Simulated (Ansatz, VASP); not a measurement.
Re2B: VASP beside Ansatz

```
Re B
1.0
     4.72758    0.00000    0.00000
     0.00000    5.15320    0.00000
     0.00000    0.00000    3.06482
Re B
4 2
Direct
  0.26742 0.85917 0.50000
  0.76742 0.64083 0.00000
  0.73258 0.14083 0.50000
  0.23258 0.35917 0.00000
  0.50000 0.50000 0.50000
  0.00000 0.00000 0.00000
```

Alike in both runs: functional PBE; k mesh 4 × 4 × 6; occupations gaussian, width 0.1 eV; no spin polarisation.

Ansatz relaxed the structure, and its values are those at the end. VASP's run is a single point on that final structure, the one shown.

|  | VASP | Ansatz |
| --- | --- | --- |
| version | VASP 6.6.1 | Ansatz 0.2.0 |
| potentials or method | VASP PAW PBE potentials, release 64 (Re_sv_GW, B), cutoff 500 eV | scalar-relativistic, plane waves, PAW |
| valence electrons in the cell | 66 | 66 |

|  | VASP | Ansatz | Ansatz less VASP |
| --- | --- | --- | --- |
| gap on the k mesh at the Fermi level (eV) | none | none | - |
| pressure (GPa) | -1.7 | 0.1 | +1.80 |
| rms of the force components (eV/Å) | 0.005 | 0.009 | +0.0038 |

A gap of «none» marks a metal or a gap that the smearing closes.

Neither program's run includes spin-orbit coupling.
